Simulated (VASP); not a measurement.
# Si (C2/c) in VASP: further runs

The runs below take Si through single point, with RPBE.

All numbers are computed with VASP 6.6.1; they aren't measurements. Logs are shortened: lines on timing, memory, paths and dates and some standing lists are left out, and cuts for length are marked.

## Step 1: The cell of the first run

The typed cell holds 2 atoms: a = 3.804 Å, b = 3.804 Å, c = 3.806 Å, α = 97.62°, β = 97.62°, γ = 137.20°.

## Step 2: Single point, RPBE (17.43 Å³/atom)

The input, INCAR:

```
PREC = Accurate
ENCUT = 520
EDIFF = 1E-6
ISMEAR = -1
SIGMA = 0.1
LREAL = F
LASPH = T
NELM = 60
ALGO = Normal
ISIF = 2
LWAVE = F
LCHARG = F
GGA = RP
NBANDS = 11
```

The input, KPOINTS:

```
Automatic mesh
0
Gamma
  15 15 10
```

The input, POSCAR:

```
Si
1.0
   -2.5040875072      2.5052192702      1.3879769292
    2.5052192702     -2.5040875072      1.3879769292
    2.5067843315      2.5067843315     -1.3859041031
Si
2
Direct
    0.9999999129      0.0000000871      0.0000000000
    0.7500000871      0.2499999129      0.5000000000
```

Potentials or basis: VASP PAW PBE potentials, release 64 (Si).

Command:

```
$ cat potpaw_PBE.64/Si/POTCAR > POTCAR
$ mpirun -np 1 vasp_std > vasp.out
```

OUTCAR:

```text
PREC = Accurate
   ENCUT = 520
   EDIFF = 1E-6
   ISMEAR = -1
   LREAL = F
   LASPH = T
   NELM = 60
   ISIF = 2
   GGA = RP

 ion  position               nearest neighbor table
   1  1.000  0.000  0.000-   2 2.60   2 2.60   2 2.60   2 2.60
   2  0.750  0.250  0.500-   1 2.60   1 2.60   1 2.60   1 2.60

  LATTYP: Found a base centered monoclinic cell.
 ALAT       =     2.7759543198
 B/A-ratio  =     2.5519978957
 C/A-ratio  =     1.3712033908
 COS(beta)  =    -0.3635615188

  Lattice vectors:

 A1 = (  -2.5040875072,   2.5052192702,   1.3879769292)
 A2 = (   2.5052192702,  -2.5040875072,   1.3879769292)
 A3 = (   2.5067843315,   2.5067843315,  -1.3859041031)

Analysis of symmetry for initial positions (statically):
=====================================================================
 Subroutine PRICEL returns:
 Original cell was already a primitive cell.

 Routine SETGRP: Setting up the symmetry group for a
 base centered monoclinic supercell.

 Subroutine GETGRP returns: Found  4 space group operations
 (whereof  2 operations were pure point group operations)
 out of a pool of  4 trial point group operations.

The static configuration has the point symmetry C_2 .
 The point group associated with its full space group is C_2h.

Analysis of symmetry for dynamics (positions and initial velocities):
=====================================================================
 Subroutine PRICEL returns:
 Original cell was already a primitive cell.

 Routine SETGRP: Setting up the symmetry group for a
 base centered monoclinic supercell.

 Subroutine GETGRP returns: Found  4 space group operations
 (whereof  2 operations were pure point group operations)
 out of a pool of  4 trial point group operations.

The dynamic configuration has the point symmetry C_2 .
 The point group associated with its full space group is C_2h.

 Subroutine INISYM returns: Found  4 space group operations
 (whereof  2 operations are pure point group operations),
 and found     1 'primitive' translations

----------------------------------------------------------------------------------------

                                     Primitive cell

  volume of cell :      34.8662

  direct lattice vectors                    reciprocal lattice vectors
    -2.504087507  2.505219270  1.387976929    -0.000256227  0.199372193  0.360155355
     2.505219270 -2.504087507  1.387976929     0.199372193 -0.000256227  0.360155355
     2.506784332  2.506784332 -1.385904103     0.199413774  0.199413774 -0.000162603

  length of vectors
     3.804347223  3.804347223  3.806397976     0.411656674  0.411656674  0.282013710

  position of ions in fractional coordinates (direct lattice)
     0.999999913  0.000000087  0.000000000
     0.750000087  0.249999913  0.500000000

  ion indices of the primitive-cell ions
   primitive index   ion index
                 1           1
                 2           2

----------------------------------------------------------------------------------------

 KPOINTS: Automatic mesh

Automatic generation of k-mesh.
 Grid dimensions read from file:
 generate k-points for:   15   15   10

 Generating k-lattice:

  Cartesian coordinates                     Fractional coordinates (reciprocal lattice)
    -0.000017082  0.013291480  0.024010357     0.066666667 -0.000000000 -0.000000000
     0.013291480 -0.000017082  0.024010357    -0.000000000  0.066666667 -0.000000000
     0.019941377  0.019941377 -0.000016260    -0.000000000 -0.000000000  0.100000000

  Length of vectors
     0.027443778  0.027443778  0.028201371

  Shift w.r.t. Gamma in fractional coordinates (k-lattice)
     0.000000000  0.000000000  0.000000000

 Subroutine IBZKPT returns following result:
 ===========================================

 Found    608 irreducible k-points:

 Following reciprocal coordinates:
            Coordinates               Weight
  0.000000  0.000000  0.000000      1.000000
  0.066667  0.000000 -0.000000      4.000000
  0.133333  0.000000 -0.000000      4.000000
  0.200000  0.000000 -0.000000      4.000000
  0.266667  0.000000 -0.000000      4.000000
  0.333333  0.000000 -0.000000      4.000000
[... 16 lines left out ...]
  0.133333  0.133333 -0.000000      2.000000
  0.200000  0.133333 -0.000000      4.000000
 [... further k-points ...]
   k-points           NKPTS =    608   k-points in BZ     NKDIM =    608   number of bands    NBANDS=     11
   number of dos      NEDOS =    301   number of ions     NIONS =      2
   total plane-waves  NPLWV =  21952
   dimension x,y,z NGX =    28 NGY =   28 NGZ =   28
   dimension x,y,z NGXF=    56 NGYF=   56 NGZF=   56
   ions per type =               2
   NGX,Y,Z   is equivalent  to a cutoff of  12.24, 12.24, 12.23 a.u.
   NGXF,Y,Z  is equivalent  to a cutoff of  24.47, 24.47, 24.46 a.u.
 SYSTEM =  unknown system
   PREC   = accura    normal or accurate (medium, high low for compatibility)
   ISTART =      0    job   : 0-new  1-cont  2-samecut
   ICHARG =      2    charge: 1-file 2-atom 10-const
   ISPIN  =      1    spin polarized calculation?
   LNONCOLLINEAR =      F non collinear calculations
   LSORBIT =      F    spin-orbit coupling
   LASPH  =      T    aspherical Exc in radial PAW
   ENCUT  =  520.0 eV  38.22 Ry    6.18 a.u.   7.07  7.07  7.08*2*pi/ulx,y,z
   NELM   =     60;   NELMIN=  2; NELMDL= -5     # of ELM steps
   EDIFF  = 0.1E-05   stopping-criterion for ELM
   LREAL  =      F    real-space projection
   EDIFFG = 0.1E-04   stopping-criterion for IOM
   NSW    =      0    number of steps for IOM
   IBRION =     -1    ionic relax: 0-MD 1-quasi-New 2-CG
   NFREE  =      0    steps in history (QN), initial steepest desc. (CG)
   ISIF   =      2    stress and relaxation
   ISYM   =      2    0-nonsym 1-usesym 2-fastsym
   POTIM  = 0.5000    time-step for ionic-motion
   TEBEG  =    0.0;   TEEND  =   0.0 temperature during run
   PSTRESS=    0.0 pullay stress
   NELECT =       8.0000    total number of electrons
   NUPDOWN=      -1.0000    fix difference up-down
   EMIN   =  10.00;   EMAX   =-10.00  energy-range for DOS
   EFERMI =   0.00;   METHOD = LEGACY
   ISMEAR =    -1;   SIGMA  =   0.10  broadening in eV -4-tet -1-fermi 0-gaus
   EFERMI_NEDOS =   21; number of points for ismear=-14 and -15
   IALGO  =     38    algorithm
   IMIX   =      4    mixing-type and parameters
     AMIX     =   0.40;   BMIX     =  1.00
     AMIX_MAG =   1.60;   BMIX_MAG =  1.00
  volume/ion in A,a.u.               =      17.43       117.64
  Fermi-wavevector in a.u.,A,eV,Ry     =   1.002236  1.893951 13.666734  1.004477
  Thomas-Fermi vector in A             =   2.134710
   LORBIT       =      0    0 simple, 1 ext, 2 COOP (PROOUT), +10 PAW based schemes
   GGA     = RP    functional components
   LHFCALC =     F    Hartree Fock is set to
   AEXX    =    0.0000 exact exchange contribution
   IVDW    =     0    specifies the selected vdW correction
   LEPSILON=     F    determine dielectric tensor
   LRPA    =     F    only Hartree local field effects (RPA)
 non-spin polarized calculation
  energy-cutoff  :      520.00
  volume of cell :       34.87
 maximum number of plane-waves:       965
   NGX = 15   NGY = 15   NGZ = 15

 number of electron       8.0000001 magnetization

 Free energy of the ion-electron system (eV)
  ---------------------------------------------------
  ext. energy  EPLUGINS =         0.00000000
  ---------------------------------------------------
  free energy    TOTEN  =        -9.56598859 eV

  energy without entropy =       -9.54178066  energy(sigma->0) =       -9.55388462

 E-fermi :   7.6007     XC(G=0): -10.3542

 val. band max:        7.6000387780   @ k =  -0.2000   0.2000   0.3000
 cond. band min:       7.6074359972   @ k =   0.4667   0.3333   0.1000
 fundamental gap:      0.0073972192
 Fermi energy:         7.6006530242

 k-point     1 :       0.0000    0.0000    0.0000
  band No.  band energies     occupation
      1      -5.0066      2.00000
      2       5.1882      2.00000
      3       5.4064      2.00000
      4       5.4264      2.00000
      5       9.6960      0.00000
      6      14.5871      0.00000
      7      15.4836      0.00000
      8      15.4899      0.00000
      9      15.6626      0.00000
     10      17.3313      0.00000
     11      17.3994      0.00000

 k-point     2 :       0.0667    0.0000   -0.0000
  band No.  band energies     occupation
      1      -4.8990      2.00000
      2       4.6733      2.00000
      3       5.3828      2.00000
      4       6.1191      2.00000
      5       9.9259      0.00000
      6      13.7736      0.00000
      7      14.4827      0.00000
      8      15.3103      0.00000
      9      15.3778      0.00000
     10      17.0196      0.00000
     11      18.3616      0.00000

 k-point     3 :       0.1333    0.0000   -0.0000
  band No.  band energies     occupation
      1      -4.5766      2.00000
      2       4.2526      2.00000
      3       5.3214      2.00000
      4       7.0887      1.98811
      5      10.5648      0.00000
      6      12.1519      0.00000
      7      12.7118      0.00000
      8      14.4398      0.00000
      9      14.8431      0.00000
     10      16.4481      0.00000
     11      18.0283      0.00000

 k-point     4 :       0.2000    0.0000   -0.0000
  band No.  band energies     occupation
      1      -4.0414      2.00000
      2       4.0228      2.00000
      3       5.3051      2.00000
      4       8.1069      0.01257
      5      10.2282      0.00000
      6      11.1002      0.00000
      7      11.4559      0.00000
      8      13.5419      0.00000
      9      13.8064      0.00000
     10      15.5531      0.00000
     11      17.8465      0.00000

 k-point     5 :       0.2667    0.0000   -0.0000
  band No.  band energies     occupation
      1      -3.2968      2.00000
      2       3.9711      2.00000
      3       5.3850      2.00000
      4       7.6175      0.91585
      5       9.6301      0.00000
      6       9.9116      0.00000
      7      11.7293      0.00000
      8      12.8151      0.00000
      9      13.4867      0.00000
     10      14.7884      0.00000
     11      18.2335      0.00000
[... 211 lines left out ...]
 k-point    21 :      -0.1333    0.0667    0.0000
  band No.  band energies     occupation
      1      -4.7981      2.00000
      2       3.7288      2.00000
      3       5.3745      2.00000
      4       6.8532      1.99887
      5      10.4949      0.00000
      6      13.0430      0.00000
      7      14.3043      0.00000
      8      14.9694      0.00000
      9      15.3734      0.00000
     10      17.3712      0.00000
     11      18.2683      0.00000

 k-point    22 :      -0.0667    0.0667    0.0000
  band No.  band energies     occupation
      1      -4.9561      2.00000
      2       4.2355      2.00000
      3       5.4528      2.00000
      4       6.2073      2.00000
      5       9.9994      0.00000
      6      13.9162      0.00000
      7      15.2055      0.00000
      8      15.6164      0.00000
      9      15.8712      0.00000
     10      17.3915      0.00000
     11      17.5455      0.00000

 k-point    23 :       0.1333    0.1333   -0.0000
  band No.  band energies     occupation
      1      -3.4961      2.00000
      2       4.2965      2.00000
      3       6.4938      1.99997
      4       7.8413      0.16535
      5       9.0078      0.00000
      6       9.1423      0.00000
      7      11.7958      0.00000
      8      12.6178      0.00000
      9      13.1525      0.00000
     10      15.2449      0.00000
     11      17.0071      0.00000

 k-point    24 :       0.2000    0.1333   -0.0000
  band No.  band energies     occupation
      1      -2.6452      2.00000
      2       4.3599      2.00000
      3       6.3424      1.99999
      4       6.9528      1.99693
      5       7.9679      0.04957
      6       9.2485      0.00000
      7      11.2383      0.00000
      8      11.9217      0.00000
      9      13.8211      0.00000
     10      15.0414      0.00000
     11      17.2667      0.00000

 [... further k-points ...]

------------------------ aborting loop because EDIFF is reached ----------------------------------------

  FORCE on cell =-STRESS in cart. coord.  units (eV):
  Direction    XX          YY          ZZ          XY          YZ          ZX
  --------------------------------------------------------------------------------------
  -------------------------------------------------------------------------------------
  Total       -2.1195268     -2.1195268     -1.8623800     -0.0488963      0.0037434      0.0037434
  in kB      -97.3968181    -97.3968181    -85.5803715     -2.2468886      0.1720156      0.1720156
  external PRESSURE =     -93.4580026 kB  Pullay stress =       0.0000000 kB

 VOLUME and BASIS-vectors are now :
 -----------------------------------------------------------------------------
  energy-cutoff  :      520.00
  volume of cell :       34.87
      direct lattice vectors                 reciprocal lattice vectors
    -2.504087507  2.505219270  1.387976929    -0.000256227  0.199372193  0.360155355
     2.505219270 -2.504087507  1.387976929     0.199372193 -0.000256227  0.360155355
     2.506784332  2.506784332 -1.385904103     0.199413774  0.199413774 -0.000162603

 POSITION                                       TOTAL-FORCE (eV/Angst)
 -----------------------------------------------------------------------------------
     -2.50409      2.50522      1.38798         0.002625     -0.002625      0.000000
      0.00163      2.50629      0.69502        -0.002625      0.002625     -0.000000
 -----------------------------------------------------------------------------------
    total drift:                                0.000000      0.000000     -0.000000

  FREE ENERGIE OF THE ION-ELECTRON SYSTEM (eV)
  ---------------------------------------------------
  free  energy   TOTEN  =        -9.5659885868 eV

  energy  without entropy=       -9.5417806578  energy(sigma->0) =       -9.55388462
```

Wall time 65 s (1 thread of Intel Xeon 6975P-C (Granite Rapids), shared host); peak memory 0.29 GiB.

Results:

```yaml
Free_energy: -9.5660 eV
Pressure: -9.3 GPa
Largest_force: 0.004 eV/Å
Band_gap_on_the_k_mesh: zero (bands 4 and 5 overlap by 5.61 eV)
```

Forces on the atoms (eV/Å):
```
Si   0.003 -0.003  0.000
Si  -0.003  0.003  0.000
```

Stress tensor (GPa, compression positive):
```
-9.74 -0.22  0.02
-0.22 -9.74  0.02
 0.02  0.02 -8.56
```

Levels at points of the mesh, in eV from the Fermi level:
```
           k point  band 1  band 2  band 3  band 4  band 5  band 6  band 7  band 8  band 9
(0.00, 0.00, 0.00)  -12.61   -2.41   -2.19   -2.17    2.10    6.99    7.88    7.89    8.06
(0.00, 0.00, 0.50)   -9.80   -9.80    0.40    0.40    2.34    2.34    7.38    7.38    9.01
```

Caveat: the cell stands under tension; the PAW data sets were made with another functional, which shifts forces and pressure a little.

## Step 3: Single point, RPBE

This run uses another cell than the first one, of 15.57 Å³/atom.

The input, INCAR:

```
PREC = Accurate
ENCUT = 520
EDIFF = 1E-7
ISMEAR = -1
SIGMA = 0.1
LREAL = F
LASPH = T
NELM = 100
ALGO = Normal
ISIF = 2
LWAVE = F
LCHARG = F
GGA = RP
ISYM = 0
NBANDS = 11
```

The input, KPOINTS:

```
Automatic mesh
0
Gamma
  13 13 9
```

The input, POSCAR:

```
Si
1.0
   -2.4112569587      2.4123467654      1.3365223936
    2.4123467654     -2.4112569587      1.3365223936
    2.4138538074      2.4138538074     -1.3345264105
Si
2
Direct
    0.9999999129      0.0000000871      0.0000000000
    0.7500000871      0.2499999129      0.5000000000
```

Potentials or basis: VASP PAW PBE potentials, release 64 (Si).

Command:

```
$ cat potpaw_PBE.64/Si/POTCAR > POTCAR
$ mpirun -np 1 vasp_std > vasp.out
```

Wall time 82 s (1 thread of Intel Xeon 6975P-C (Granite Rapids), shared host); peak memory 0.31 GiB.

Results (log left out):

- Free energy: -9.6932 eV
- Pressure: -0.3 GPa
- Band gap on the k mesh: zero (bands 4 and 5 overlap by 5.97 eV)

Levels at points of the mesh, in eV from the Fermi level:
| k point | band 1 | band 2 | band 3 | band 4 | band 5 | band 6 | band 7 | band 8 |
| --- | --- | --- | --- | --- | --- | --- | --- | --- |
| (0.00, 0.00, 0.00) | -13.56 | -2.45 | -2.42 | -2.02 | 1.64 | 7.42 | 8.77 | 8.78 |

Caveat: the PAW data sets were made with another functional, which shifts forces and pressure a little.

## Step 4: Single point, RPBE

This run uses another cell than the first one, of 15.57 Å³/atom.

The input, INCAR:

```
SYSTEM = Si
PREC = Accurate ; ENCUT = 520
EDIFF = 1E-6 ; ISMEAR = -1
SIGMA = 0.1 ; LREAL = .FALSE.
LASPH = .TRUE. ; NELM = 80
ALGO = Normal ; ISIF = 2
LWAVE = .FALSE. ; LCHARG = .FALSE.
GGA = RP ; NBANDS = 11
```

The input, KPOINTS:

```
Automatic mesh
0
G
  22 22 15
  0 0 0
```

POSCAR is that of step 3.

Command:

```
$ cat potpaw_PBE.64/Si/POTCAR > POTCAR
$ mpirun -np 1 vasp_std > vasp.out
```

It took 2.9 min on 1 thread of Intel Xeon 6975P-C (Granite Rapids), shared host; peak memory 0.57 GiB.

The run converged. Its results:

- Free energy: -9.6902 eV
- Pressure: -0.3 GPa
- Band gap on the k mesh: zero (bands 4 and 5 overlap by 6.42 eV)

Forces in eV/Å, atoms in the order of the input:
```
Si  -0.002  0.002  0.000
Si   0.002 -0.002  0.000
```

Stress tensor (GPa, compression positive):
```
-0.22 -0.10 -0.04
-0.10 -0.22 -0.04
-0.04 -0.04 -0.57
```

Levels at points of the mesh, in eV from the Fermi level:
```csv
k point,band 1,band 2,band 3,band 4,band 5,band 6,band 7,band 8
"(0.00, 0.00, 0.00)",-13.56,-2.44,-2.42,-2.02,1.64,7.43,8.77,8.78
"(0.50, 0.00, 0.00)",-7.54,-6.65,-2.08,-1.70,-1.54,1.17,4.44,5.40
"(0.50, 0.50, 0.00)",-10.50,-10.50,0.34,0.34,2.54,2.55,8.14,8.17
```

Caveat: the PAW data sets were made with another functional, which shifts forces and pressure a little.

## Step 5: The runs side by side

```tsv
cell	k mesh	gap on the mesh (eV)	pressure (GPa)
a = 3.804, b = 3.804, c = 3.806 Å, angles 97.6, 97.6, 137.2°, 2 atoms	15 × 15 × 10	none	-9.3
a = 3.663, b = 3.663, c = 3.665 Å, angles 97.6, 97.6, 137.2°, 2 atoms	13 × 13 × 9	none	-0.3
a = 3.663, b = 3.663, c = 3.665 Å, angles 97.6, 97.6, 137.2°, 2 atoms	22 × 22 × 15	none	-0.3
```

Alike in all rows: task single point; level RPBE; potentials or basis VASP PAW PBE potentials, release 64 (Si); no spin polarisation; cutoff (eV) 520; smearing fermi-dirac 0.1 eV.

Caveats: the PAW data sets were made with another functional, which shifts forces and pressure a little; the cell stands under tension (at least some runs).

Absolute energies hang on the potentials; compare differences alone.
